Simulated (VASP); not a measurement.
# Ru in VASP: single point with PBE

Aim: the single point of Ru with PBE.

Program: VASP 6.6.1. These are calculated values, not measurements. Logs are shortened: lines on timing, memory, paths and dates and some standing lists are left out, and cuts for length are marked.

## 1. The cell of the first run

The cell holds a slab with vacuum, 16 atoms: a = 5.440 Å, b = 5.440 Å, c = 23.445 Å, α = 90.00°, β = 90.00°, γ = 120.00°.

## 2. Single point, PBE

File INCAR:

```
  PREC = Accurate
  ENCUT = 520
  EDIFF = 1E-6
  ISMEAR = 0
  SIGMA = 0.1
  LREAL = Auto
  LASPH = T
  NELM = 80
  ALGO = Fast
  ISIF = 2
  LWAVE = F
  LCHARG = F
  LDIPOL = T
  IDIPOL = 3
  DIPOL = 0.5 0.5 0.499
  GGA = PE
  NBANDS = 126
```

File KPOINTS:

```
regular mesh
0
Gamma
  6 6 1
```

File POSCAR:

```
Ru
1.0
    5.4400501815      0.0000000000      0.0000000000
   -2.7200250907      4.7112216550      0.0000000000
    0.0000000000      0.0000000000     23.4451542447
Ru
16
Direct
    0.3333333333      0.1666666667      0.3625482653
    0.3333333333      0.6666666667      0.3625482653
    0.8333333333      0.1666666667      0.3625482653
    0.8333333333      0.6666666667      0.3625482653
    0.1666666667      0.3333333333      0.4541827551
    0.1666666667      0.8333333333      0.4541827551
    0.6666666667      0.3333333333      0.4541827551
    0.6666666667      0.8333333333      0.4541827551
    0.3333333333      0.1666666667      0.5454930249
    0.3333333333      0.6666666667      0.5454930249
    0.8333333333      0.1666666667      0.5454930249
    0.8333333333      0.6666666667      0.5454930249
    0.1666666667      0.3333333333      0.6340821053
    0.1666666667      0.8333333333      0.6340821053
    0.6666666667      0.3333333333      0.6340821053
    0.6666666667      0.8333333333      0.6340821053
```

Potentials or basis: VASP PAW PBE potentials, release 64 (Ru_pv).

Run with:

```bash
cat potpaw_PBE.64/Ru_pv/POTCAR > POTCAR
mpirun -np 1 vasp_std > vasp.out
```

OUTCAR:

```text
PREC = Accurate
   ENCUT = 520
   EDIFF = 1E-6
   ISMEAR = 0
   LREAL = Auto
   LASPH = T
   NELM = 80
   ISIF = 2
   GGA = PE

 ion  position               nearest neighbor table
   1  0.333  0.167  0.363-   5 2.66   6 2.66   7 2.66   2 2.72   2 2.72   4 2.72   4 2.72   3 2.72
                             3 2.72
   2  0.333  0.667  0.363-   6 2.66   5 2.66   8 2.66   1 2.72   1 2.72   3 2.72   3 2.72   4 2.72
                             4 2.72
   3  0.833  0.167  0.363-   7 2.66   8 2.66   5 2.66   4 2.72   4 2.72   2 2.72   2 2.72   1 2.72
                             1 2.72
   4  0.833  0.667  0.363-   8 2.66   7 2.66   6 2.66   3 2.72   3 2.72   1 2.72   1 2.72   2 2.72
                             2 2.72
   5  0.167  0.333  0.454-   9 2.66  10 2.66  11 2.66   1 2.66   2 2.66   3 2.66   6 2.72   6 2.72
                             8 2.72   8 2.72   7 2.72   7 2.72
   6  0.167  0.833  0.454-  10 2.66   9 2.66  12 2.66   2 2.66   1 2.66   4 2.66   5 2.72   5 2.72
                             7 2.72   7 2.72   8 2.72   8 2.72
   7  0.667  0.333  0.454-  11 2.66  12 2.66   9 2.66   3 2.66   4 2.66   1 2.66   8 2.72   8 2.72
                             6 2.72   6 2.72   5 2.72   5 2.72
   8  0.667  0.833  0.454-  12 2.66  11 2.66  10 2.66   4 2.66   3 2.66   2 2.66   7 2.72   7 2.72
                             5 2.72   5 2.72   6 2.72   6 2.72
   9  0.333  0.167  0.545-  13 2.60  14 2.60  15 2.60   5 2.66   6 2.66   7 2.66  10 2.72  10 2.72
                            12 2.72  12 2.72  11 2.72  11 2.72
  10  0.333  0.667  0.545-  14 2.60  13 2.60  16 2.60   6 2.66   5 2.66   8 2.66   9 2.72   9 2.72
                            11 2.72  11 2.72  12 2.72  12 2.72
  11  0.833  0.167  0.545-  15 2.60  16 2.60  13 2.60   7 2.66   8 2.66   5 2.66  12 2.72  12 2.72
                            10 2.72  10 2.72   9 2.72   9 2.72
  12  0.833  0.667  0.545-  16 2.60  15 2.60  14 2.60   8 2.66   7 2.66   6 2.66  11 2.72  11 2.72
                             9 2.72   9 2.72  10 2.72  10 2.72
  13  0.167  0.333  0.634-   9 2.60  10 2.60  11 2.60  14 2.72  14 2.72  16 2.72  16 2.72  15 2.72
                            15 2.72
  14  0.167  0.833  0.634-  10 2.60   9 2.60  12 2.60  13 2.72  13 2.72  15 2.72  15 2.72  16 2.72
                            16 2.72
  15  0.667  0.333  0.634-  11 2.60  12 2.60   9 2.60  16 2.72  16 2.72  14 2.72  14 2.72  13 2.72
                            13 2.72
  16  0.667  0.833  0.634-  12 2.60  11 2.60  10 2.60  15 2.72  15 2.72  13 2.72  13 2.72  14 2.72
                            14 2.72

  LATTYP: Found a hexagonal cell.
 ALAT       =     5.4400501815
 C/A-ratio  =     4.3097312456

  Lattice vectors:

 A1 = (   5.4400501815,   0.0000000000,   0.0000000000)
 A2 = (  -2.7200250907,   4.7112216550,   0.0000000000)
 A3 = (   0.0000000000,   0.0000000000,  23.4451542447)

Analysis of symmetry for initial positions (statically):
=====================================================================
 Subroutine PRICEL returns following result:

  LATTYP: Found a hexagonal cell.
 ALAT       =     2.7200250907
 C/A-ratio  =     8.6194624911

  Lattice vectors:

 A1 = (   2.7200250908,   0.0000000000,   0.0000000000)
 A2 = (  -1.3600125454,   2.3556108275,   0.0000000000)
 A3 = (   0.0000000000,   0.0000000000,  23.4451542447)

   4 primitive cells build up your supercell.

 Routine SETGRP: Setting up the symmetry group for a
 hexagonal supercell.

 Subroutine GETGRP returns: Found  6 space group operations
 (whereof  6 operations were pure point group operations)
 out of a pool of 24 trial point group operations.

The static configuration has the point symmetry C_3v.

Analysis of symmetry for dynamics (positions and initial velocities):
=====================================================================
 Subroutine PRICEL returns following result:

  LATTYP: Found a hexagonal cell.
 ALAT       =     2.7200250907
 C/A-ratio  =     8.6194624911

  Lattice vectors:

 A1 = (   2.7200250908,   0.0000000000,   0.0000000000)
 A2 = (  -1.3600125454,   2.3556108275,   0.0000000000)
 A3 = (   0.0000000000,   0.0000000000,  23.4451542447)

   4 primitive cells build up your supercell.

 Routine SETGRP: Setting up the symmetry group for a
 hexagonal supercell.

 Subroutine GETGRP returns: Found  6 space group operations
 (whereof  6 operations were pure point group operations)
 out of a pool of 24 trial point group operations.

The dynamic configuration has the point symmetry C_3v.

 Subroutine INISYM returns: Found  6 space group operations
 (whereof  6 operations are pure point group operations),
 and found     4 'primitive' translations

----------------------------------------------------------------------------------------

                                     Primitive cell

  volume of cell :     150.2206

  direct lattice vectors                    reciprocal lattice vectors
     2.720025091  0.000000000  0.000000000     0.367643667  0.212259170  0.000000000
    -1.360012545  2.355610828  0.000000000     0.000000000  0.424518341  0.000000000
     0.000000000  0.000000000 23.445154245     0.000000000  0.000000000  0.042652737

  length of vectors
     2.720025091  2.720025091 23.445154245     0.424518341  0.424518341  0.042652737

  position of ions in fractional coordinates (direct lattice)
     0.666666667  0.333333333  0.362548265
     0.333333333  0.666666667  0.454182755
     0.666666667  0.333333333  0.545493025
     0.333333333  0.666666667  0.634082105

  ion indices of the primitive-cell ions
   primitive index   ion index
                 1           1
                 2           5
                 3           9
                 4          13

----------------------------------------------------------------------------------------

 KPOINTS: regular mesh

Automatic generation of k-mesh.
 Grid dimensions read from file:
 generate k-points for:    6    6    1

 Generating k-lattice:

  Cartesian coordinates                     Fractional coordinates (reciprocal lattice)
     0.030636972  0.017688264  0.000000000     0.166666667  0.000000000  0.000000000
     0.000000000  0.035376528  0.000000000     0.000000000  0.166666667  0.000000000
     0.000000000  0.000000000  0.042652737     0.000000000  0.000000000  1.000000000

  Length of vectors
     0.035376528  0.035376528  0.042652737

  Shift w.r.t. Gamma in fractional coordinates (k-lattice)
     0.000000000  0.000000000  0.000000000

 Subroutine IBZKPT returns following result:
 ===========================================

 Found      7 irreducible k-points:

 Following reciprocal coordinates:
            Coordinates               Weight
  0.000000  0.000000  0.000000      1.000000
  0.166667  0.000000  0.000000      6.000000
  0.333333 -0.000000  0.000000      6.000000
  0.500000 -0.000000  0.000000      3.000000
  0.166667  0.166667  0.000000      6.000000
  0.333333  0.166667  0.000000     12.000000
  0.333333  0.333333  0.000000      2.000000
   k-points           NKPTS =      7   k-points in BZ     NKDIM =      7   number of bands    NBANDS=    126
   number of dos      NEDOS =    301   number of ions     NIONS =     16
   total plane-waves  NPLWV = 288000
   dimension x,y,z NGX =    40 NGY =   40 NGZ =  180
   dimension x,y,z NGXF=    80 NGYF=   80 NGZF=  360
   ions per type =              16
   NGX,Y,Z   is equivalent  to a cutoff of  12.22, 12.22, 12.76 a.u.
   NGXF,Y,Z  is equivalent  to a cutoff of  24.45, 24.45, 25.53 a.u.
 SYSTEM =  unknown system
   PREC   = accura    normal or accurate (medium, high low for compatibility)
   ISTART =      0    job   : 0-new  1-cont  2-samecut
   ICHARG =      2    charge: 1-file 2-atom 10-const
   ISPIN  =      1    spin polarized calculation?
   LNONCOLLINEAR =      F non collinear calculations
   LSORBIT =      F    spin-orbit coupling
   LASPH  =      T    aspherical Exc in radial PAW
   ENCUT  =  520.0 eV  38.22 Ry    6.18 a.u.  10.11 10.11 43.59*2*pi/ulx,y,z
   NELM   =     80;   NELMIN=  2; NELMDL= -5     # of ELM steps
   EDIFF  = 0.1E-05   stopping-criterion for ELM
   LREAL  =      T    real-space projection
   EDIFFG = 0.1E-04   stopping-criterion for IOM
   NSW    =      0    number of steps for IOM
   IBRION =     -1    ionic relax: 0-MD 1-quasi-New 2-CG
   NFREE  =      0    steps in history (QN), initial steepest desc. (CG)
   ISIF   =      2    stress and relaxation
   ISYM   =      2    0-nonsym 1-usesym 2-fastsym
   POTIM  = 0.5000    time-step for ionic-motion
   TEBEG  =    0.0;   TEEND  =   0.0 temperature during run
   PSTRESS=    0.0 pullay stress
   NELECT =     224.0000    total number of electrons
   NUPDOWN=      -1.0000    fix difference up-down
   EMIN   =  10.00;   EMAX   =-10.00  energy-range for DOS
   EFERMI =   0.00;   METHOD = LEGACY
   ISMEAR =     0;   SIGMA  =   0.10  broadening in eV -4-tet -1-fermi 0-gaus
   EFERMI_NEDOS =   21; number of points for ismear=-14 and -15
   IALGO  =     68    algorithm
   IMIX   =      4    mixing-type and parameters
     AMIX     =   0.40;   BMIX     =  1.00
     AMIX_MAG =   1.60;   BMIX_MAG =  1.00
  volume/ion in A,a.u.               =      37.56       253.43
  Fermi-wavevector in a.u.,A,eV,Ry     =   1.178223  2.226519 18.887750  1.388210
  Thomas-Fermi vector in A             =   2.314556
   LORBIT       =      0    0 simple, 1 ext, 2 COOP (PROOUT), +10 PAW based schemes
   GGA     = PE    functional components
   LHFCALC =     F    Hartree Fock is set to
   AEXX    =    0.0000 exact exchange contribution
   IVDW    =     0    specifies the selected vdW correction
   LEPSILON=     F    determine dielectric tensor
   LRPA    =     F    only Hartree local field effects (RPA)
 non-spin polarized calculation
 RMM-DIIS sequential band-by-band and
 Gauss-broadening in eV      SIGMA  =   0.10
  energy-cutoff  :      520.00
  volume of cell :      600.88
 maximum number of plane-waves:     16242
   NGX = 21   NGY = 21   NGZ = 87

 dipolmoment           0.000000      0.000000      0.014989 electrons x Angstroem

 number of electron     224.0000081 magnetization

 dipolmoment           0.000000      0.000000     -0.005109 electrons x Angstroem

 Free energy of the ion-electron system (eV)
  ---------------------------------------------------
  ext. energy  EPLUGINS =         0.00000000
  ---------------------------------------------------
  free energy    TOTEN  =      -139.23005833 eV

  energy without entropy =     -139.13100041  energy(sigma->0) =     -139.18052937

 E-fermi :   1.4760     XC(G=0):  -5.9985

 val. band max:        1.4640830506   @ k =   0.3333   0.1667   0.0000
 cond. band min:       1.4949884814   @ k =   0.3333  -0.0000   0.0000
 fundamental gap:      0.0309054308
 Fermi energy:         1.4759904627

 k-point     1 :       0.0000    0.0000    0.0000
  band No.  band energies     occupation
      1     -42.1462      2.00000
      2     -42.1462      2.00000
      3     -42.1462      2.00000
      4     -42.1271      2.00000
      5     -42.0728      2.00000
      6     -42.0728      2.00000
[... 116 lines left out ...]
    123       2.8460      0.00000
    124       2.8654      0.00000

 k-point     2 :       0.1667    0.0000    0.0000
  band No.  band energies     occupation
      1     -42.1204      2.00000
      2     -42.1204      2.00000
      3     -42.1103      2.00000
      4     -42.1026      2.00000
      5     -42.0510      2.00000
      6     -42.0510      2.00000
[... 751 lines left out ...]
    123       2.3040      0.00000
    124       2.3122      0.00000
 [bands above 124 left out]

------------------------ aborting loop because EDIFF is reached ----------------------------------------

 vacuum level on the upper side and lower side of the slab       (xc-potential included)        -0.120        -0.085

  FORCE on cell =-STRESS in cart. coord.  units (eV):
  Direction    XX          YY          ZZ          XY          YZ          ZX
  --------------------------------------------------------------------------------------
  -------------------------------------------------------------------------------------
  Total      -13.0515692    -13.0515692     -5.4190467     -0.0000000     -0.0000000      0.0000000
  in kB      -34.8003630    -34.8003630    -14.4492046     -0.0000000     -0.0000000      0.0000000
  external PRESSURE =     -28.0166435 kB  Pullay stress =       0.0000000 kB

 VOLUME and BASIS-vectors are now :
 -----------------------------------------------------------------------------
  energy-cutoff  :      520.00
  volume of cell :      600.88
      direct lattice vectors                 reciprocal lattice vectors
     5.440050182  0.000000000  0.000000000     0.183821834  0.106129585  0.000000000
    -2.720025091  4.711221655  0.000000000     0.000000000  0.212259170  0.000000000
     0.000000000  0.000000000 23.445154245     0.000000000  0.000000000  0.042652737

 POSITION                                       TOTAL-FORCE (eV/Angst)
 -----------------------------------------------------------------------------------
      1.36001      0.78520      8.50000         0.000000     -0.000000      0.617741
     -0.00000      3.14081      8.50000         0.000000      0.000000      0.617741
      4.08004      0.78520      8.50000         0.000000     -0.000000      0.617741
      2.72003      3.14081      8.50000         0.000000     -0.000000      0.617741
      0.00000      1.57041     10.64838        -0.000000     -0.000000     -0.622656
     -1.36001      3.92602     10.64838        -0.000000     -0.000000     -0.622656
[... 8 lines left out ...]
      2.72003      1.57041     14.86615         0.000000      0.000000      0.008310
      1.36001      3.92602     14.86615        -0.000000     -0.000000      0.008310
 -----------------------------------------------------------------------------------
    total drift:                                0.000000     -0.000001     -0.016091

  FREE ENERGIE OF THE ION-ELECTRON SYSTEM (eV)
  ---------------------------------------------------
  free  energy   TOTEN  =      -139.2300583257 eV

  energy  without entropy=     -139.1310004074  energy(sigma->0) =     -139.18052937

 vacuum level on the upper side and lower side of the slab         6.425         6.461
```

Wall time 37 min (1 thread of Intel Xeon 6975P-C, shared host); peak memory 0.8 GiB.

Results:

* Free energy: -139.2301 eV
* Largest force: 0.623 eV/Å
* Band gap on the k mesh: zero (band 112 reaches 2.44 eV, above the bottom of band 113 at 1.24 eV)

Forces on the atoms (eV/Å):
```
Ru   0.000  0.000  0.618
Ru   0.000  0.000  0.618
Ru   0.000  0.000  0.618
Ru   0.000  0.000  0.618
Ru   0.000  0.000 -0.623
Ru   0.000  0.000 -0.623
Ru   0.000  0.000 -0.623
Ru   0.000  0.000 -0.623
Ru   0.000  0.000 -0.003
Ru   0.000  0.000 -0.003
Ru   0.000  0.000 -0.003
Ru   0.000  0.000 -0.003
Ru   0.000  0.000  0.008
Ru   0.000  0.000  0.008
Ru   0.000  0.000  0.008
Ru   0.000  0.000  0.008
```

Levels at points of the mesh, in eV from the Fermi level:
```tsv
k point	band 109	band 110	band 111	band 112	band 113	band 114	band 115	band 116
(0.00, 0.00, 0.00)	0.18	0.18	0.96	0.96	1.05	1.05	1.05	1.16
(0.50, 0.00, 0.00)	-0.59	-0.59	-0.56	-0.56	-0.07	-0.07	0.02	0.02
```
